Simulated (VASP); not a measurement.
# SiNi (P1) in VASP: further runs

The runs below take SiNi through single point, with PBE.

Everything below comes from runs of VASP 6.6.1. Logs are shortened: lines on timing, memory, paths and dates and some standing lists are left out, and cuts for length are marked.

## (1) The cell of the first run

The typed cell holds 16 atoms: a = 6.565 Å, b = 6.565 Å, c = 6.565 Å, α = 60.00°, β = 60.00°, γ = 60.00°.

## (2) Single point, PBE

INCAR

```
  ALGO = Normal
  EDIFF = 1E-6
  ENCUT = 520
  GGA = PE
  ISIF = 2
  ISMEAR = -1
  LASPH = T
  LCHARG = F
  LREAL = Auto
  LWAVE = F
  NBANDS = 70
  NELM = 100
  PREC = Accurate
  SIGMA = 0.3
```

KPOINTS

```
k-points
0
Gamma
  2 2 2
```

POSCAR

```
SiNi
1.0
    0.0000000000      4.6419370000      4.6419370000
    4.6419370000      0.0000000000      4.6419370000
    4.6419370000      4.6419370000      0.0000000000
Si Ni
8 8
Direct
    0.4422076388      0.4313070169      0.2710506411
    0.7515612556      0.5208601495      0.3864335083
    0.3379300495      0.9549784928      0.4631794874
    0.3662479693      0.1531903600      0.7713374826
    0.9850736880      0.9014448063      0.8483419745
    0.3920669324      0.7021530021      0.8992474478
    0.8562266140      0.3331260205      1.0768241792
    0.7481898182      0.7906289982      0.5981877824
    0.0811622390     -0.3295068416      0.2354943637
    0.7146370147      0.0048255717      0.2279220937
    0.2180016661      0.3343108707      0.1091247038
    0.0213380750      0.2990023346      0.6512906142
    0.6629021462      0.2320259840      0.7651008620
    0.2855165850      0.6028625550      0.5581183028
    1.0286007759      0.0318186137      0.3520728523
    0.5027427128      0.8578961757      0.1117421456
```

Potentials or basis: VASP PAW PBE potentials, release 64 (Si, Ni).

The run is started by

```sh
$ cat potpaw_PBE.64/Si/POTCAR potpaw_PBE.64/Ni/POTCAR > POTCAR
$ mpirun -np 1 vasp_std > vasp.out
```

OUTCAR:

```text
EDIFF = 1E-6
   ENCUT = 520
   GGA = PE
   ISIF = 2
   ISMEAR = -1
   LASPH = T
   LREAL = Auto
   NELM = 100
   PREC = Accurate

 ion  position               nearest neighbor table
   1  0.442  0.431  0.271-   9 2.15  14 2.21   7 2.24   6 2.26  10 2.53  16 2.62  11 2.62   4 2.76
                            12 2.82   2 2.87   3 3.03
   2  0.752  0.521  0.386-  13 2.25   9 2.37  16 2.48  12 2.50   7 2.53  14 2.54  11 2.66  10 2.72
                             8 2.73   3 2.84  15 2.85   1 2.87
   3  0.338  0.955  0.463-  14 2.23  15 2.24  10 2.26  16 2.28   5 2.44  11 2.51  12 2.54   6 2.60
                             8 2.78   2 2.84   4 3.01   1 3.03
   4  0.366  0.153  0.771-  13 2.23  16 2.34  12 2.35  14 2.45  11 2.57   6 2.58   8 2.67   1 2.76
                             7 2.89   3 3.01
   5  0.985  0.901  0.848-  13 2.20  12 2.34  10 2.43   6 2.43   9 2.44   3 2.44  14 2.73  15 2.82
                            16 2.83  11 3.11
   6  0.392  0.702  0.899-   9 2.13   1 2.26   8 2.30   5 2.43   4 2.58  16 2.59   3 2.60  11 2.63
                            13 3.02  14 3.07   7 3.14
   7  0.856  0.333  0.077-  15 2.17   1 2.24  10 2.33  11 2.49   2 2.53  12 2.53   4 2.89  16 3.09
                             6 3.14
   8  0.748  0.791  0.598-  10 2.18   6 2.30  15 2.43   9 2.45   4 2.67   2 2.73  12 2.73   3 2.78
                            14 3.01  16 3.08
   9  0.081  0.670  0.235-   6 2.13   1 2.15  10 2.31  11 2.34   2 2.37   5 2.44   8 2.45  12 2.60
                            15 2.66  14 2.79
  10  0.715  0.005  0.228-   8 2.18   3 2.26   9 2.31   7 2.33   5 2.43   1 2.53  16 2.57  15 2.67
                             2 2.72  13 2.75
  11  0.218  0.334  0.109-  15 2.31   9 2.34   7 2.49   3 2.51   4 2.57   1 2.62   6 2.63  13 2.65
                             2 2.66  16 2.72  14 3.03  12 3.04   5 3.11
  12  0.021  0.299  0.651-  13 2.29   5 2.34   4 2.35   2 2.50   7 2.53   3 2.54   9 2.60   8 2.73
                             1 2.82  14 2.92  11 3.04
  13  0.663  0.232  0.765-   5 2.20   4 2.23   2 2.25  12 2.29  16 2.63  11 2.65  10 2.75  14 2.82
                            15 2.96   6 3.02
  14  0.286  0.603  0.558-   1 2.21   3 2.23   4 2.45  15 2.52   2 2.54  16 2.59   5 2.73   9 2.79
                            13 2.82  12 2.92   8 3.01  11 3.03   6 3.07
  15  0.029  0.032  0.352-   7 2.17   3 2.24  11 2.31   8 2.43  14 2.52  16 2.61   9 2.66  10 2.67
                             5 2.82   2 2.85  13 2.96
  16  0.503  0.858  0.112-   3 2.28   4 2.34   2 2.48  10 2.57   6 2.59  14 2.59  15 2.61   1 2.62
                            13 2.63  11 2.72   5 2.83   8 3.08   7 3.09

  LATTYP: Found a face centered cubic cell.
 ALAT       =     9.2838740000

  Lattice vectors:

 A1 = (   0.0000000000,   4.6419370000,   4.6419370000)
 A2 = (   4.6419370000,   0.0000000000,   4.6419370000)
 A3 = (   4.6419370000,   4.6419370000,   0.0000000000)

Analysis of symmetry for initial positions (statically):
=====================================================================
 Subroutine PRICEL returns:
 Original cell was already a primitive cell.

 Routine SETGRP: Setting up the symmetry group for a
 face centered cubic supercell.

 Subroutine GETGRP returns: Found  1 space group operations
 (whereof  1 operations were pure point group operations)
 out of a pool of 48 trial point group operations.

The static configuration has the point symmetry C_1 .

Analysis of symmetry for dynamics (positions and initial velocities):
=====================================================================
 Subroutine PRICEL returns:
 Original cell was already a primitive cell.

 Routine SETGRP: Setting up the symmetry group for a
 face centered cubic supercell.

 Subroutine GETGRP returns: Found  1 space group operations
 (whereof  1 operations were pure point group operations)
 out of a pool of 48 trial point group operations.

The dynamic configuration has the point symmetry C_1 .

 Subroutine INISYM returns: Found  1 space group operations
 (whereof  1 operations are pure point group operations),
 and found     1 'primitive' translations

----------------------------------------------------------------------------------------

                                     Primitive cell

  volume of cell :     200.0450

  direct lattice vectors                    reciprocal lattice vectors
     0.000000000  4.641937000  4.641937000    -0.107713655  0.107713655  0.107713655
     4.641937000  0.000000000  4.641937000     0.107713655 -0.107713655  0.107713655
     4.641937000  4.641937000  0.000000000     0.107713655  0.107713655 -0.107713655

  length of vectors
     6.564690261  6.564690261  6.564690261     0.186565523  0.186565523  0.186565523

  position of ions in fractional coordinates (direct lattice)
     0.442207639  0.431307017  0.271050641
     0.751561256  0.520860150  0.386433508
     0.337930050  0.954978493  0.463179487
     0.366247969  0.153190360  0.771337483
     0.985073688  0.901444806  0.848341975
     0.392066932  0.702153002  0.899247448
[... 8 lines left out ...]
     0.028600776  0.031818614  0.352072852
     0.502742713  0.857896176  0.111742146

  ion indices of the primitive-cell ions
   primitive index   ion index
                 1           1
                 2           2
                 3           3
                 4           4
                 5           5
                 6           6
[... 8 lines left out ...]
                15          15
                16          16

----------------------------------------------------------------------------------------

 KPOINTS: k-points

Automatic generation of k-mesh.
 Grid dimensions read from file:
 generate k-points for:    2    2    2

 Generating k-lattice:

  Cartesian coordinates                     Fractional coordinates (reciprocal lattice)
    -0.053856827  0.053856827  0.053856827     0.500000000  0.000000000  0.000000000
     0.053856827 -0.053856827  0.053856827     0.000000000  0.500000000  0.000000000
     0.053856827  0.053856827 -0.053856827     0.000000000  0.000000000  0.500000000

  Length of vectors
     0.093282761  0.093282761  0.093282761

  Shift w.r.t. Gamma in fractional coordinates (k-lattice)
     0.000000000  0.000000000  0.000000000

 Subroutine IBZKPT returns following result:
 ===========================================

 Found      8 irreducible k-points:

 Following reciprocal coordinates:
            Coordinates               Weight
  0.000000  0.000000  0.000000      1.000000
  0.500000  0.000000  0.000000      1.000000
  0.000000  0.500000  0.000000      1.000000
  0.000000  0.000000  0.500000      1.000000
  0.500000  0.500000  0.500000      1.000000
  0.500000  0.500000  0.000000      1.000000
  0.000000  0.500000  0.500000      1.000000
  0.500000  0.000000  0.500000      1.000000
   k-points           NKPTS =      8   k-points in BZ     NKDIM =      8   number of bands    NBANDS=     70
   number of dos      NEDOS =    301   number of ions     NIONS =     16
   total plane-waves  NPLWV = 125000
   dimension x,y,z NGX =    50 NGY =   50 NGZ =   50
   dimension x,y,z NGXF=   100 NGYF=  100 NGZF=  100
   ions per type =               8   8
   NGX,Y,Z   is equivalent  to a cutoff of  12.66, 12.66, 12.66 a.u.
   NGXF,Y,Z  is equivalent  to a cutoff of  25.32, 25.32, 25.32 a.u.
 SYSTEM =  unknown system
   PREC   = accura    normal or accurate (medium, high low for compatibility)
   ISTART =      0    job   : 0-new  1-cont  2-samecut
   ICHARG =      2    charge: 1-file 2-atom 10-const
   ISPIN  =      1    spin polarized calculation?
   LNONCOLLINEAR =      F non collinear calculations
   LSORBIT =      F    spin-orbit coupling
   LASPH  =      T    aspherical Exc in radial PAW
   ENCUT  =  520.0 eV  38.22 Ry    6.18 a.u.  12.21 12.21 12.21*2*pi/ulx,y,z
   NELM   =    100;   NELMIN=  2; NELMDL= -5     # of ELM steps
   EDIFF  = 0.1E-05   stopping-criterion for ELM
   LREAL  =      T    real-space projection
   EDIFFG = 0.1E-04   stopping-criterion for IOM
   NSW    =      0    number of steps for IOM
   IBRION =     -1    ionic relax: 0-MD 1-quasi-New 2-CG
   NFREE  =      0    steps in history (QN), initial steepest desc. (CG)
   ISIF   =      2    stress and relaxation
   ISYM   =      2    0-nonsym 1-usesym 2-fastsym
   POTIM  = 0.5000    time-step for ionic-motion
   TEBEG  =    0.0;   TEEND  =   0.0 temperature during run
   PSTRESS=    0.0 pullay stress
   NELECT =     112.0000    total number of electrons
   NUPDOWN=      -1.0000    fix difference up-down
   EMIN   =  10.00;   EMAX   =-10.00  energy-range for DOS
   EFERMI =   0.00;   METHOD = LEGACY
   ISMEAR =    -1;   SIGMA  =   0.30  broadening in eV -4-tet -1-fermi 0-gaus
   EFERMI_NEDOS =   21; number of points for ismear=-14 and -15
   IALGO  =     38    algorithm
   IMIX   =      4    mixing-type and parameters
     AMIX     =   0.40;   BMIX     =  1.00
     AMIX_MAG =   1.60;   BMIX_MAG =  1.00
  volume/ion in A,a.u.               =      12.50        84.37
  Fermi-wavevector in a.u.,A,eV,Ry     =   1.349289  2.549786 24.770500  1.820580
  Thomas-Fermi vector in A             =   2.476888
   LORBIT       =      0    0 simple, 1 ext, 2 COOP (PROOUT), +10 PAW based schemes
   GGA     = PE    functional components
   LHFCALC =     F    Hartree Fock is set to
   AEXX    =    0.0000 exact exchange contribution
   IVDW    =     0    specifies the selected vdW correction
   LEPSILON=     F    determine dielectric tensor
   LRPA    =     F    only Hartree local field effects (RPA)
 non-spin polarized calculation
  energy-cutoff  :      520.00
  volume of cell :      200.05
 maximum number of plane-waves:      5410
 NGX is ok and might be reduce to    50
   NGX = 25   NGY = 25   NGZ = 25

 number of electron     112.0000013 magnetization

 Free energy of the ion-electron system (eV)
  ---------------------------------------------------
  ext. energy  EPLUGINS =         0.00000000
  ---------------------------------------------------
  free energy    TOTEN  =       -89.35605719 eV

  energy without entropy =      -86.90374923  energy(sigma->0) =      -88.12990321

 E-fermi :  10.0002     XC(G=0): -12.0339

 val. band max:        9.9814149652   @ k =   0.5000   0.0000   0.5000
 cond. band min:      10.0456666443   @ k =   0.0000   0.0000   0.5000
 fundamental gap:      0.0642516791
 Fermi energy:        10.0002377745

 k-point     1 :       0.0000    0.0000    0.0000
  band No.  band energies     occupation
      1      -3.3157      2.00000
      2      -0.3724      2.00000
      3       0.4263      2.00000
      4       0.8444      2.00000
      5       1.1604      2.00000
      6       1.5332      2.00000
[... 60 lines left out ...]
     67      13.7694      0.00001
     68      13.9975      0.00000

 k-point     2 :       0.5000    0.0000    0.0000
  band No.  band energies     occupation
      1      -2.6527      2.00000
      2      -1.4896      2.00000
      3      -0.2456      2.00000
      4       0.5824      2.00000
      5       0.8824      2.00000
      6       1.7600      2.00000
[... 60 lines left out ...]
     67      13.3942      0.00002
     68      13.5185      0.00002

 k-point     3 :       0.0000    0.5000    0.0000
  band No.  band energies     occupation
      1      -2.5608      2.00000
      2      -1.8364      2.00000
      3       0.2468      2.00000
      4       0.5202      2.00000
      5       1.3363      2.00000
      6       1.6877      2.00000
[... 344 lines left out ...]
     67      13.4309      0.00002
     68      13.5636      0.00001

 k-point     8 :       0.5000    0.0000    0.5000
  band No.  band energies     occupation
      1      -2.2521      2.00000
      2      -1.7317      2.00000
      3      -0.5414      2.00000
      4       0.2655      2.00000
      5       0.3832      2.00000
      6       1.7032      2.00000
[... 60 lines left out ...]
     67      13.1166      0.00006
     68      13.2859      0.00004
 [bands above 68 left out]

------------------------ aborting loop because EDIFF is reached ----------------------------------------

  FORCE on cell =-STRESS in cart. coord.  units (eV):
  Direction    XX          YY          ZZ          XY          YZ          ZX
  --------------------------------------------------------------------------------------
  -------------------------------------------------------------------------------------
  Total        1.5940085     10.4128434     10.1906304     -2.5572739      0.6664424     -2.6846633
  in kB       12.7665483     83.3973401     81.6176172    -20.4814217      5.3375936    -21.5016948
  external PRESSURE =      59.2605019 kB  Pullay stress =       0.0000000 kB

 VOLUME and BASIS-vectors are now :
 -----------------------------------------------------------------------------
  energy-cutoff  :      520.00
  volume of cell :      200.05
      direct lattice vectors                 reciprocal lattice vectors
     0.000000000  4.641937000  4.641937000    -0.107713655  0.107713655  0.107713655
     4.641937000  0.000000000  4.641937000     0.107713655 -0.107713655  0.107713655
     4.641937000  4.641937000  0.000000000     0.107713655  0.107713655 -0.107713655

 POSITION                                       TOTAL-FORCE (eV/Angst)
 -----------------------------------------------------------------------------------
      3.26030      3.31090      4.05480        -0.227508      1.379407     -2.005511
      4.21160      5.28250      5.90650        -0.535319      0.091410      0.362275
      6.58300      3.71870      6.00160         0.950047      0.013341      1.256645
      4.29160      5.28060      2.41120         1.150255     -0.433857     -0.093647
      8.12240      8.51060      8.75710        -0.150379      0.173245     -0.871486
      7.43360      5.99420      5.07930        -1.483070     -1.105589      0.765407
[... 8 lines left out ...]
      1.78200      1.76706      0.28046         0.319813      0.546035     -2.294388
      4.50100      2.85240      6.31600        -0.699341     -0.058444     -0.137027
 -----------------------------------------------------------------------------------
    total drift:                               -0.006372      0.005335     -0.002451

  FREE ENERGIE OF THE ION-ELECTRON SYSTEM (eV)
  ---------------------------------------------------
  free  energy   TOTEN  =       -89.3560571869 eV

  energy  without entropy=      -86.9037492252  energy(sigma->0) =      -88.12990321
```

It took 5.9 min on 1 thread of AMD EPYC 9R14 (Zen 4), shared host; peak memory 0.34 GiB.

What came out:

```yaml
Free_energy: -89.3561 eV
Pressure: 5.9 GPa
Largest_force: 2.726 eV/Å
Band_gap_on_the_k_mesh: zero (band 56 reaches 10.56 eV, above the bottom of band 57 at 9.83 eV)
```

Forces on the atoms (eV/Å):
```
Si  -0.228  1.379 -2.006
Si  -0.535  0.091  0.362
Si   0.950  0.013  1.257
Si   1.150 -0.434 -0.094
Si  -0.150  0.173 -0.871
Si  -1.483 -1.106  0.765
Si  -1.683 -0.604  2.057
Si  -0.401  1.634  0.835
Ni   1.794 -0.276 -0.512
Ni   0.563 -1.841  0.477
Ni  -0.914 -0.170  0.597
Ni   0.285  0.560  1.873
Ni   0.779 -0.812 -1.158
Ni   0.254  0.904 -1.152
Ni   0.320  0.546 -2.294
Ni  -0.699 -0.058 -0.137
```

Caveat: the k points lie up to 0.59 Å⁻¹ apart; forces of over 1 eV/Å act on the atoms, so gaps and moduli don't describe the material at rest. Spin polarisation is off, so any magnetic state and its effect on volume and gap are missing.

## (3) Single point, PBE

INCAR

```
SYSTEM = SiNi
ALGO     = Normal         ! electronic algorithm
EDIFF    = 1E-7           ! SCF threshold, eV
ENCUT    = 520            ! plane-wave cutoff, eV
GGA      = PE             ! functional
ISIF     = 2              ! what is computed and relaxed
ISMEAR   = -1             ! smearing method
LASPH    = .TRUE.         ! aspherical terms in the spheres
LCHARG   = .FALSE.        ! write CHGCAR
LREAL    = Auto         
LWAVE    = .FALSE.        ! write WAVECAR
NBANDS   = 70             ! bands
NELM     = 80             ! most SCF steps
PREC     = Accurate       ! precision mode
SIGMA    = 0.3            ! smearing width, eV
```

KPOINTS

```
k-points
0
G
  2 2 2
  0 0 0
```

POSCAR

```
SiNi
1.0
    0.0000000000      4.6419370000      4.6419370000
    4.6419370000      0.0000000000      4.6419370000
    4.6419370000      4.6419370000      0.0000000000
Si Ni
8 8
Direct
    0.4309731045      0.4576214628      0.2987438218
    0.7302447233      0.5407764043      0.3839453228
    0.3950613720      0.9155983806      0.4611544706
    0.3429279630      0.1471691667      0.7728777879
    0.9666331103      0.9378735644      0.7870744476
    0.4243918002      0.6765279236      0.8627432901
    0.8645744223      0.4545516236      0.9760580551
    0.7772294195      0.9224058836      0.5462482580
    0.0037053497     -0.2521145806      0.1918164766
    0.6728979734      0.1388321298      0.1430760478
    0.2604193034      0.3756298287      0.1076597981
    0.0073137572      0.3415061428      0.5678771599
    0.5832586698      0.2689717676      0.7589396409
    0.1930982691      0.5954087701      0.6116735320
    1.1618641097      0.0087463488      0.1785892398
    0.5492426976      0.8028652694      0.0596195080
```

Potentials or basis: VASP PAW PBE potentials, release 64 (Si, Ni).

The run is started by

```sh
$ cat potpaw_PBE.64/Si/POTCAR potpaw_PBE.64/Ni/POTCAR > POTCAR
$ mpirun -np 1 vasp_std > vasp.out
```

It took 7.3 min on 1 thread of AMD EPYC 9R14 (Zen 4), shared host; peak memory 0.33 GiB.

The run converged. Its results:

- Free energy: -88.8309 eV
- Pressure: 4.7 GPa
- Largest force: 3.474 eV/Å
- Band gap on the k mesh: zero (band 56 reaches 10.62 eV, above the bottom of band 57 at 9.98 eV)

Forces on the atoms (eV/Å):
```
Si  -0.512 -0.621 -1.253
Si  -0.683 -0.274  0.103
Si   0.501 -1.965  0.785
Si   0.157 -2.388 -1.615
Si   0.866  0.460  0.002
Si  -0.309  0.077 -0.144
Si  -1.412  0.838  0.129
Si  -0.942 -0.235  0.406
Ni   0.287  0.350  0.257
Ni  -0.155  0.727  0.571
Ni  -0.187 -0.094 -1.743
Ni   0.126  1.879  0.310
Ni  -0.714  1.327  2.238
Ni   1.134 -0.350 -0.223
Ni   2.918 -1.207 -1.448
Ni  -1.076  1.477  1.625
```

Stress tensor (GPa, compression positive):
```
 5.24 -2.49 -1.07
-2.49  3.14  1.38
-1.07  1.38  5.70
```

Levels at points of the mesh, in eV from the Fermi level:
```
           k point  band 52  band 53  band 54  band 55  band 56  band 57  band 58  band 59  band 60  band 61
(0.00, 0.00, 0.00)    -1.09    -0.92    -0.69    -0.57     0.56     0.75     1.12     1.28     1.60     1.67
(0.50, 0.00, 0.00)    -0.86    -0.75    -0.62    -0.40    -0.04    -0.03     0.39     0.55     0.94     1.22
(0.00, 0.50, 0.00)    -0.95    -0.78    -0.73    -0.54    -0.08     0.10     0.53     0.75     0.94     1.48
(0.00, 0.00, 0.50)    -0.92    -0.83    -0.70    -0.12     0.02     0.26     0.45     0.71     0.89     1.08
(0.50, 0.50, 0.50)    -0.86    -0.83    -0.65    -0.28    -0.14     0.13     0.35     0.47     1.28     1.55
(0.50, 0.50, 0.00)    -0.88    -0.77    -0.65    -0.59    -0.34    -0.04     0.12     0.13     0.50     0.74
(0.00, 0.50, 0.50)    -1.03    -0.90    -0.70    -0.56    -0.30    -0.08    -0.01     0.36     0.81     0.96
(0.50, 0.00, 0.50)    -0.83    -0.81    -0.66    -0.45    -0.24    -0.02     0.00     0.21     0.64     0.82
```

Caveat: the k points lie up to 0.59 Å⁻¹ apart; forces of over 1 eV/Å act on the atoms, so gaps and moduli don't describe the material at rest.
